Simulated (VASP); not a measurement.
V, 1 atom in the cell. It takes space group Im-3m (No. 229, cubic). Conventional cell: a = 2.782 Å, b = 2.782 Å, c = 2.782 Å, α = 90.00°, β = 90.00°, γ = 90.00°. Within 3.2 Å of V (site symmetry m-3m) lie 14 V at 2.41 to 2.78 Å. 

| Item | Value |
| --- | --- |
| Program | VASP 6.6.1 |
| Task | relaxation of cell and atoms |
| Functional | PBEsol |
| Potentials or basis | VASP PAW PBE potentials, release 64 (V_sv) |
| Cutoff | 600 eV |
| k mesh | 20 × 20 × 20 |
| Occupations | gaussian, width 0.1 eV |
| Spin | no spin polarisation |
| Target pressure | 50 GPa |
| Dipole correction | no |
| Further INCAR settings | ALGO = Normal; EDIFF = 1e-07; IBRION = 2; EDIFFG = -0.008; NSW = 70; ISIF = 3 |

Potentials or basis: VASP PAW PBE potentials, release 64 (V_sv).

The run is started by

```console
$ cat potpaw_PBE.64/V_sv/POTCAR > POTCAR
$ mpirun -np 1 vasp_std > vasp.out
```

Hardware: 1 thread of Intel Xeon 8259CL (shared host).

Question: Estimate the wall time of this run.

Answer: Wall time 72 s on 1 thread of Intel Xeon 8259CL, on a shared host, peak memory 0.16 GiB. Counts: scf iterations 27, k points 256, ion steps 3.
